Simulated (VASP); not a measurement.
# Ag (I4/mmm) in VASP: further runs, part 2 of 2

VASP 6.6.1.

## 4. Single point, PBEsol (strain +0.0500 x Voigt [0, 0, 1, 0, 0, 0])

Contents of INCAR:

```
SYSTEM = Ag
  PREC = Accurate
  ENCUT = 520
  EDIFF = 1E-6
  ISMEAR = 0
  SIGMA = 0.15
  LREAL = .False.
  LASPH = .True.
  NELM = 60
  ALGO = Normal
  ISIF = 2
  LWAVE = .False.
  LCHARG = .False.
  GGA = PS
  NBANDS = 12
```

Contents of KPOINTS:

```
Automatic mesh
0
Gamma
  20 20 20
  0 0 0
```

Contents of POSCAR:

```
Ag
1.0
    0.0000000000      2.0431000000      2.1452550000
    2.0431000000      0.0000000000      2.1452550000
    2.0431000000      2.0431000000      0.0000000000
Ag
1
Direct
    0.0000000000      0.0000000000      0.0000000000
```

Potentials or basis: VASP PAW PBE potentials, release 64 (Ag).

Run with:

```bash
$ cat potpaw_PBE.64/Ag/POTCAR > POTCAR
$ mpirun -np 1 vasp_std > vasp.out
```

OUTCAR:

```text
SYSTEM = Ag
   PREC = Accurate
   ENCUT = 520
   EDIFF = 1E-6
   ISMEAR = 0
   LREAL = .False.
   LASPH = .True.
   NELM = 60
   ISIF = 2
   GGA = PS

 ion  position               nearest neighbor table
   1  0.000  0.000  0.000-

  LATTYP: Found a body centered tetragonal cell.
 ALAT       =     2.8893797293
 C/A-ratio  =     1.4849242405

  Lattice vectors:

 A1 = (  -2.0431000000,   0.0000000000,   2.1452550000)
 A2 = (   2.0431000000,   0.0000000000,   2.1452550000)
 A3 = (   0.0000000000,   2.0431000000,  -2.1452550000)

Analysis of symmetry for initial positions (statically):
=====================================================================
 Subroutine PRICEL returns:
 Original cell was already a primitive cell.

 Routine SETGRP: Setting up the symmetry group for a
 body centered tetragonal supercell.

 Subroutine GETGRP returns: Found 16 space group operations
 (whereof 16 operations were pure point group operations)
 out of a pool of 16 trial point group operations.

The static configuration has the point symmetry D_4h.

Analysis of symmetry for dynamics (positions and initial velocities):
=====================================================================
 Subroutine PRICEL returns:
 Original cell was already a primitive cell.

 Routine SETGRP: Setting up the symmetry group for a
 body centered tetragonal supercell.

 Subroutine GETGRP returns: Found 16 space group operations
 (whereof 16 operations were pure point group operations)
 out of a pool of 16 trial point group operations.

The dynamic configuration has the point symmetry D_4h.

 Subroutine INISYM returns: Found 16 space group operations
 (whereof 16 operations are pure point group operations),
 and found     1 'primitive' translations

----------------------------------------------------------------------------------------

                                     Primitive cell

  volume of cell :      17.9097

  direct lattice vectors                    reciprocal lattice vectors
     0.000000000  2.043100000  2.145255000    -0.244726151  0.244726151  0.233072525
     2.043100000  0.000000000  2.145255000     0.244726151 -0.244726151  0.233072525
     2.043100000  2.043100000  0.000000000     0.244726151  0.244726151 -0.233072525

  length of vectors
     2.962495000  2.962495000  2.889379729     0.417258410  0.417258410  0.417258410

  position of ions in fractional coordinates (direct lattice)
     0.000000000  0.000000000  0.000000000

  ion indices of the primitive-cell ions
   primitive index   ion index
                 1           1

----------------------------------------------------------------------------------------

 KPOINTS: Automatic mesh

Automatic generation of k-mesh.
 Grid dimensions read from file:
 generate k-points for:   20   20   20

 Generating k-lattice:

  Cartesian coordinates                     Fractional coordinates (reciprocal lattice)
    -0.012236308  0.012236308  0.011653626     0.050000000  0.000000000  0.000000000
     0.012236308 -0.012236308  0.011653626     0.000000000  0.050000000  0.000000000
     0.012236308  0.012236308 -0.011653626    -0.000000000 -0.000000000  0.050000000

  Length of vectors
     0.020862920  0.020862920  0.020862920

  Shift w.r.t. Gamma in fractional coordinates (k-lattice)
     0.000000000  0.000000000  0.000000000

 Subroutine IBZKPT returns following result:
 ===========================================

 Found    641 irreducible k-points:

 Following reciprocal coordinates:
            Coordinates               Weight
  0.000000  0.000000  0.000000      1.000000
  0.050000  0.000000  0.000000      8.000000
  0.100000  0.000000  0.000000      8.000000
  0.150000  0.000000  0.000000      8.000000
  0.200000  0.000000  0.000000      8.000000
  0.250000  0.000000  0.000000      8.000000
[... 16 lines left out ...]
 -0.400000  0.050000  0.000000      8.000000
 -0.350000  0.050000  0.000000      8.000000
 [... further k-points ...]
   k-points           NKPTS =    641   k-points in BZ     NKDIM =    641   number of bands    NBANDS=     12
   number of dos      NEDOS =    301   number of ions     NIONS =      1
   total plane-waves  NPLWV =  13824
   dimension x,y,z NGX =    24 NGY =   24 NGZ =   24
   dimension x,y,z NGXF=    48 NGYF=   48 NGZF=   48
   ions per type =               1
   NGX,Y,Z   is equivalent  to a cutoff of  13.47, 13.47, 13.81 a.u.
   NGXF,Y,Z  is equivalent  to a cutoff of  26.94, 26.94, 27.62 a.u.
 SYSTEM =  Ag
   PREC   = accura    normal or accurate (medium, high low for compatibility)
   ISTART =      0    job   : 0-new  1-cont  2-samecut
   ICHARG =      2    charge: 1-file 2-atom 10-const
   ISPIN  =      1    spin polarized calculation?
   LNONCOLLINEAR =      F non collinear calculations
   LSORBIT =      F    spin-orbit coupling
   LASPH  =      T    aspherical Exc in radial PAW
   ENCUT  =  520.0 eV  38.22 Ry    6.18 a.u.   5.51  5.51  5.37*2*pi/ulx,y,z
   NELM   =     60;   NELMIN=  2; NELMDL= -5     # of ELM steps
   EDIFF  = 0.1E-05   stopping-criterion for ELM
   LREAL  =      F    real-space projection
   EDIFFG = 0.1E-04   stopping-criterion for IOM
   NSW    =      0    number of steps for IOM
   IBRION =     -1    ionic relax: 0-MD 1-quasi-New 2-CG
   NFREE  =      0    steps in history (QN), initial steepest desc. (CG)
   ISIF   =      2    stress and relaxation
   ISYM   =      2    0-nonsym 1-usesym 2-fastsym
   POTIM  = 0.5000    time-step for ionic-motion
   TEBEG  =    0.0;   TEEND  =   0.0 temperature during run
   PSTRESS=    0.0 pullay stress
   NELECT =      11.0000    total number of electrons
   NUPDOWN=      -1.0000    fix difference up-down
   EMIN   =  10.00;   EMAX   =-10.00  energy-range for DOS
   EFERMI =   0.00;   METHOD = LEGACY
   ISMEAR =     0;   SIGMA  =   0.15  broadening in eV -4-tet -1-fermi 0-gaus
   EFERMI_NEDOS =   21; number of points for ismear=-14 and -15
   IALGO  =     38    algorithm
   IMIX   =      4    mixing-type and parameters
     AMIX     =   0.40;   BMIX     =  1.00
     AMIX_MAG =   1.60;   BMIX_MAG =  1.00
  volume/ion in A,a.u.               =      17.91       120.86
  Fermi-wavevector in a.u.,A,eV,Ry     =   1.391585  2.629714 26.347794  1.936508
  Thomas-Fermi vector in A             =   2.515410
   LORBIT       =      0    0 simple, 1 ext, 2 COOP (PROOUT), +10 PAW based schemes
   GGA     = PS    functional components
   LHFCALC =     F    Hartree Fock is set to
   AEXX    =    0.0000 exact exchange contribution
   IVDW    =     0    specifies the selected vdW correction
   LEPSILON=     F    determine dielectric tensor
   LRPA    =     F    only Hartree local field effects (RPA)
 non-spin polarized calculation
 Gauss-broadening in eV      SIGMA  =   0.15
  energy-cutoff  :      520.00
  volume of cell :       17.91
 maximum number of plane-waves:       504
 NGX is ok and might be reduce to    24
   NGX = 11   NGY = 11   NGZ = 11

 number of electron      11.0000000 magnetization

 Free energy of the ion-electron system (eV)
  ---------------------------------------------------
  ext. energy  EPLUGINS =         0.00000000
  ---------------------------------------------------
  free energy    TOTEN  =        -3.27907081 eV

  energy without entropy =       -3.27674325  energy(sigma->0) =       -3.27790703

 E-fermi :   7.5599     XC(G=0): -12.1207

 val. band max:        7.4995556904   @ k =   0.5000   0.1500   0.3500
 cond. band min:       7.5650074342   @ k =  -0.3500   0.1500   0.1000
 fundamental gap:      0.0654517438
 Fermi energy:         7.5599483694

 k-point     1 :       0.0000    0.0000    0.0000
  band No.  band energies     occupation
      1       0.0942      2.00000
      2       2.7767      2.00000
      3       3.0735      2.00000
      4       3.0735      2.00000
      5       3.7696      2.00000
      6       4.0741      2.00000
      7      23.4719      0.00000
      8      26.3675      0.00000
      9      26.9032      0.00000
     10      26.9032      0.00000
     11      31.4121      0.00000
     12      32.0923      0.00000
[... 331 lines left out ...]
 k-point    24 :      -0.3500    0.0500    0.0000
  band No.  band energies     occupation
      1       1.6058      2.00000
      2       2.8941      2.00000
      3       3.1899      2.00000
      4       4.2475      2.00000
      5       4.3196      2.00000
      6       5.3905      2.00000
      7      13.9989      0.00000
      8      22.4321      0.00000
      9      24.7258      0.00000
     10      26.6217      0.00000
     11      29.6594      0.00000
     12      30.1098      0.00000

 [... further k-points ...]
[... 5 lines left out ...]
  --------------------------------------------------------------------------------------
  -------------------------------------------------------------------------------------
  Total       -0.7213261     -0.7213261     -0.9319134      0.0000000      0.0000000      0.0000000
  in kB      -64.5288704    -64.5288704    -83.3677309      0.0000000      0.0000000      0.0000000
  external PRESSURE =     -70.8084906 kB  Pullay stress =       0.0000000 kB

 VOLUME and BASIS-vectors are now :
 -----------------------------------------------------------------------------
  energy-cutoff  :      520.00
  volume of cell :       17.91
      direct lattice vectors                 reciprocal lattice vectors
     0.000000000  2.043100000  2.145255000    -0.244726151  0.244726151  0.233072525
     2.043100000  0.000000000  2.145255000     0.244726151 -0.244726151  0.233072525
     2.043100000  2.043100000  0.000000000     0.244726151  0.244726151 -0.233072525

 POSITION                                       TOTAL-FORCE (eV/Angst)
 -----------------------------------------------------------------------------------
      0.00000      0.00000      0.00000         0.000000     -0.000000      0.000000
 -----------------------------------------------------------------------------------
    total drift:                               -0.000000      0.000000     -0.000000

  FREE ENERGIE OF THE ION-ELECTRON SYSTEM (eV)
  ---------------------------------------------------
  free  energy   TOTEN  =        -3.2790708069 eV

  energy  without entropy=       -3.2767432508  energy(sigma->0) =       -3.27790703
```

It took 51 s on 1 thread of Intel Xeon Platinum 8488C (Sapphire Rapids), shared host; peak memory 0.25 GiB.

What came out:

```
Free energy : -3.2791 eV
Pressure    : -7.1 GPa
```

Levels at points of the mesh, in eV from the Fermi level:
```
           k point  band 3  band 4  band 5  band 6  band 7  band 8  band 9  band 10
(0.00, 0.00, 0.00)   -4.49   -4.49   -3.79   -3.49   15.91   18.81   19.34    19.34
(0.50, 0.00, 0.00)   -4.47   -2.96   -2.84   -0.31    3.34   14.89   17.00    17.90
(0.50, 0.50, 0.00)   -2.91   -2.73   -2.73    1.09    5.59   10.94   10.94    17.13
(0.50, 0.00, 0.50)   -2.94   -2.81   -2.59    1.87    6.74   10.09   10.11    16.34
```

Caveat: the cell differs from its parent crystal (strain +0.0500 x Voigt [0, 0, 1, 0, 0, 0]); the PAW data sets were made with another functional, which shifts forces and pressure a little.

## 5. Single point, PBEsol (strain +0.0750 x Voigt [0, 0, 1, 0, 0, 0])

Contents of INCAR:

```
SYSTEM = Ag
  ALGO = Fast
  EDIFF = 1E-6
  ENCUT = 520
  GGA = PS
  ISIF = 2
  ISMEAR = 0
  LASPH = .TRUE.
  LCHARG = .FALSE.
  LREAL = .FALSE.
  LWAVE = .FALSE.
  NBANDS = 12
  NELM = 60
  PREC = Accurate
  SIGMA = 0.15
```

Contents of KPOINTS:

```
k-points
0
G
  20 20 20
  0 0 0
```

Contents of POSCAR:

```
Ag
1.0
    0.0000000000      2.0431000000      2.1963325000
    2.0431000000      0.0000000000      2.1963325000
    2.0431000000      2.0431000000      0.0000000000
Ag
1
Direct
    0.0000000000      0.0000000000      0.0000000000
```

Run with:

```bash
$ cat potpaw_PBE.64/Ag/POTCAR > POTCAR
$ mpirun -np 1 vasp_std > vasp.out
```

Run time: 48 s. Hardware: 1 thread of Intel Xeon Platinum 8488C (Sapphire Rapids), shared host; peak memory 0.25 GiB.

It converged, with:

```
Free energy : -3.2542 eV
Pressure    : -8.6 GPa
```

Stress tensor (GPa, compression positive):
```
 -7.68   0.00   0.00
  0.00  -7.68   0.00
  0.00   0.00 -10.38
```

Levels at points of the mesh, in eV from the Fermi level:
```tsv
k point	band 3	band 4	band 5	band 6	band 7	band 8	band 9	band 10
(0.00, 0.00, 0.00)	-4.37	-4.37	-3.84	-3.40	15.88	18.48	19.20	19.20
(0.50, 0.00, 0.00)	-4.35	-2.98	-2.82	-0.25	3.22	14.53	16.82	17.94
(0.50, 0.50, 0.00)	-2.90	-2.74	-2.74	0.89	5.07	11.09	11.09	17.11
(0.50, 0.00, 0.50)	-2.95	-2.87	-2.55	2.02	6.75	9.86	9.87	15.94
```

Caveat: the cell differs from its parent crystal (strain +0.0750 x Voigt [0, 0, 1, 0, 0, 0]); the PAW data sets were made with another functional, which shifts forces and pressure a little.

## 6. Single point, PBEsol (strain +0.0875 x Voigt [0, 0, 1, 0, 0, 0])

Contents of INCAR:

```
PREC = Accurate
ENCUT = 520
EDIFF = 1E-6
ISMEAR = 0
SIGMA = 0.15
LREAL = False
LASPH = True
NELM = 80
ALGO = Fast
ISIF = 2
LWAVE = False
LCHARG = False
GGA = PS
NBANDS = 12
```

Contents of KPOINTS:

```
Automatic mesh
0
Gamma
  20 20 20
```

Contents of POSCAR:

```
Ag
1.0
    0.0000000000      2.0431000000      2.2218712500
    2.0431000000      0.0000000000      2.2218712500
    2.0431000000      2.0431000000      0.0000000000
Ag
1
Direct
    0.0000000000      0.0000000000      0.0000000000
```

Potentials or basis: VASP PAW PBE potentials, release 64 (Ag).

Run with:

```bash
$ cat potpaw_PBE.64/Ag/POTCAR > POTCAR
$ mpirun -np 1 vasp_std > vasp.out
```

Run time: 48 s. Hardware: 1 thread of Intel Xeon Platinum 8488C (Sapphire Rapids), shared host; peak memory 0.25 GiB.

The run converged. Its results:

- Free energy: -3.2399 eV
- Pressure: -9.2 GPa

Stress tensor (GPa, compression positive):
```
 -8.22   0.00   0.00
  0.00  -8.22   0.00
  0.00   0.00 -11.29
```

Levels at points of the mesh, in eV from the Fermi level:
| k point | band 2 | band 3 | band 4 | band 5 | band 6 | band 7 | band 8 | band 9 | band 10 | band 11 |
| --- | --- | --- | --- | --- | --- | --- | --- | --- | --- | --- |
| (0.00, 0.00, 0.00) | -4.81 | -4.31 | -4.31 | -3.86 | -3.36 | 15.87 | 18.32 | 19.13 | 19.13 | 23.43 |
| (0.50, 0.00, 0.00) | -4.72 | -4.29 | -2.99 | -2.81 | -0.22 | 3.17 | 14.32 | 16.77 | 17.96 | 20.51 |
| (0.50, 0.50, 0.00) | -5.83 | -2.90 | -2.75 | -2.75 | 0.79 | 4.82 | 11.16 | 11.16 | 17.10 | 17.14 |
| (0.50, 0.00, 0.50) | -5.76 | -2.96 | -2.90 | -2.53 | 2.08 | 6.75 | 9.74 | 9.77 | 15.76 | 15.78 |

Caveat: the cell differs from its parent crystal (strain +0.0875 x Voigt [0, 0, 1, 0, 0, 0]); the PAW data sets were made with another functional, which shifts forces and pressure a little.

## 7. The runs side by side

| cell | gap on the mesh (eV) | pressure (GPa) |
| --- | --- | --- |
| a = 2.853, b = 2.853, c = 2.889 Å, angles 59.6, 59.6, 60.8°, 1 atom | none | 0.0 |
| a = 2.926, b = 2.926, c = 2.889 Å, angles 60.4, 60.4, 59.2°, 1 atom | none | -5.2 |
| a = 2.962, b = 2.962, c = 2.889 Å, angles 60.8, 60.8, 58.4°, 1 atom | none | -7.1 |
| a = 3.000, b = 3.000, c = 2.889 Å, angles 61.2, 61.2, 57.6°, 1 atom | none | -8.6 |
| a = 3.018, b = 3.018, c = 2.889 Å, angles 61.4, 61.4, 57.2°, 1 atom | none | -9.2 |

Alike in all rows: task single point; level PBEsol; potentials or basis VASP PAW PBE potentials, release 64 (Ag); no spin polarisation; k mesh 20 × 20 × 20; cutoff (eV) 520; smearing gaussian 0.15 eV.

Caveats: the PAW data sets were made with another functional, which shifts forces and pressure a little.

Total energies depend on the potentials used, so only differences within one code and one set of settings carry meaning.
